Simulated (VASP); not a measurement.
NaH: single point with r2SCAN

NaH:

```
Na H
1.0
     0.00000    2.53978    2.39145
     2.53978    0.00000    2.39145
     2.53978    2.53978    0.00000
Na H
1 1
Direct
  0.00000 0.00000 0.00000
  0.50000 0.50000 0.50000
```

```json
{"Program": "VASP 6.6.1", "Task": "single point", "Functional": "r2SCAN", "Potentials or basis": "VASP PAW PBE potentials, release 64 (Na_pv, H)", "Cutoff": "520 eV", "k mesh": "10 × 10 × 10", "Occupations": "fermi-dirac, width 0.2 eV", "Spin": "no spin polarisation", "Dipole correction": "no", "Further INCAR settings": "ALGO = Normal; EDIFF = 1e-06; NBANDS = 11"}
```

The pressure is -2.3 GPa and the band gap on the k mesh is 4.18 eV (least direct gap 5.01 eV).

Stress tensor (GPa, compression positive):
```
-2.73  0.00  0.00
 0.00 -2.73  0.00
 0.00  0.00 -1.33
```

Levels at points of the mesh, in eV from the valence-band top:
| k point | band 1 | band 2 | band 3 | band 4 | band 5 | band 6 | band 7 | band 8 |
| --- | --- | --- | --- | --- | --- | --- | --- | --- |
| (0.00, 0.00, 0.00) | -23.12 | -23.12 | -23.10 | -3.35 | 10.55 | 15.58 | 15.58 | 15.87 |
| (0.50, 0.00, 0.00) | -23.18 | -23.13 | -23.11 | -0.83 | 4.18 | 10.97 | 12.90 | 13.72 |
| (0.50, 0.50, 0.00) | -23.16 | -23.14 | -23.14 | -0.02 | 5.44 | 9.94 | 10.30 | 10.30 |
| (0.50, 0.00, 0.50) | -23.18 | -23.13 | -23.12 | -0.29 | 4.73 | 10.54 | 11.02 | 11.09 |

It took 86 s on 1 thread of AMD EPYC 9R45 96-Core Processor (Zen 5), on a shared host, peak memory 0.14 GiB.

Caveat: the PAW data sets were made with another functional, which shifts forces and pressure a little. r2SCAN opens gaps a little over a GGA but as a rule still falls short of measured ones.
